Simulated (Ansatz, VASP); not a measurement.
**Sb: VASP beside Ansatz**

```
Sb
1.0
     2.16847    1.25196    3.78289
    -2.16847    1.25196    3.78289
     0.00000   -2.50393    3.78289
Sb
2
Direct
  0.76651 0.76651 0.76651
  0.23349 0.23349 0.23349
```

Alike in both runs: task single point; functional LDA; k mesh 8 × 8 × 8; occupations fermi-dirac, width 0.05 eV; no spin polarisation.

```csv
,VASP,Ansatz
version,VASP 6.6.1,Ansatz 0.2.0
potentials or method,"VASP PAW LDA potentials, release 64 (Sb_d_GW)",Ansatz PAW
plane-wave cutoff (eV),500,420
valence electrons in the cell,30,30
```

|  | VASP | Ansatz | Ansatz less VASP |
| --- | --- | --- | --- |
| gap on the k mesh at the Fermi level (eV) | none | none | - |
| pressure (GPa) | -2.3 | -2.2 | +0.04 |
| traceless stress, the component that is largest in VASP (GPa) | -0.16 | -0.14 | +0.020 |
| rms of the force components (eV/Å) | 0.044 | 0.050 | +0.0056 |

LDA's correlation is that of Perdew and Zunger in VASP and of Perdew and Wang (1992) in Ansatz. Atom by atom the forces differ by 0.006 eV/Å (rms over components). A gap of «none» marks a metal or a gap that the smearing closes.

Neither program's run includes spin-orbit coupling.
